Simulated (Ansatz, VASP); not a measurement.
**Two plane-wave programs on CsAg2**

```xyz
6
Lattice="3.9368 0.0000 0.0000 0.0000 3.9368 0.0000 0.0000 0.0000 12.8421" Properties=species:S:1:pos:R:3 pbc="T T T"
Cs    1.9684    0.0000    3.1937
Cs    0.0000    1.9684    9.6484
Ag    0.0000    0.0000    0.0000
Ag    1.9684    1.9684    0.0000
Ag    1.9684    0.0000    6.6540
Ag    0.0000    1.9684    6.1881
```

Alike in both runs: functional PBE; k mesh 4 × 4 × 2; occupations gaussian, width 0.1 eV; no spin polarisation.

Ansatz relaxed the structure, and its values are those at the end. VASP's run is a single point on that final structure, the one shown.

```csv
,VASP,Ansatz
version,VASP 6.6.1,Ansatz 0.2.0
potentials or method,"VASP PAW PBE potentials, release 64 (Cs_sv, Ag), cutoff 520 eV","scalar-relativistic, plane waves, PAW"
valence electrons in the cell,62,94
```

```tsv
	VASP	Ansatz	Ansatz less VASP
gap on the k mesh at the Fermi level (eV)	none	none	-
pressure (GPa)	0.0	0.0	-0.01
rms of the force components (eV/Å)	0.004	0.002	-0.0022
```

A gap of «none» marks a metal or a gap that the smearing closes. With one functional, cell and mesh, what is left measures potentials, basis and numerics. VASP's potentials hold 62 valence electrons a cell and Ansatz's 94, so a difference there can come from the potentials and not from the codes.

The k mesh is coarse, so the values compare programs but aren't converged. Spin-orbit coupling is off throughout.
